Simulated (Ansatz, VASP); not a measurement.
## Two plane-wave programs on Fe

```xyz
2
Lattice="2.5538 0.0000 0.0000 -1.2769 2.2116 0.0000 0.0000 0.0000 4.1703" Properties=species:S:1:pos:R:3 pbc="T T T"
Fe    0.0000    1.4744    1.0426
Fe    1.2769    0.7372    3.1277
```

Alike in both runs: task relaxation of cell and atoms; functional RPBE; k mesh 14 × 14 × 8; occupations fermi-dirac, width 0.1 eV; no spin polarisation.

|  | VASP | Ansatz |
| --- | --- | --- |
| version | VASP 6.6.1 | Ansatz 0.2.0 |
| potentials or method | VASP PAW PBE potentials, release 64 (Fe), cutoff 600 eV | plane waves (420 eV) with PAW, scalar-relativistic |
| valence electrons in the cell | 16 | 32 |

VASP gave:

```
relaxed volume (Å³/atom)                                     : 10.41
relaxed cell length with the largest relative difference (Å) : 3.916
```

Task: Estimate Ansatz's values.

Result: Relaxed volume (Å³/atom): 10.43; relaxed cell length with the largest relative difference (Å): 3.920.

VASP's potentials were made for PBE, not for RPBE. VASP's potentials hold 16 valence electrons a cell and Ansatz's 32, so a difference there can come from the potentials and not from the codes.
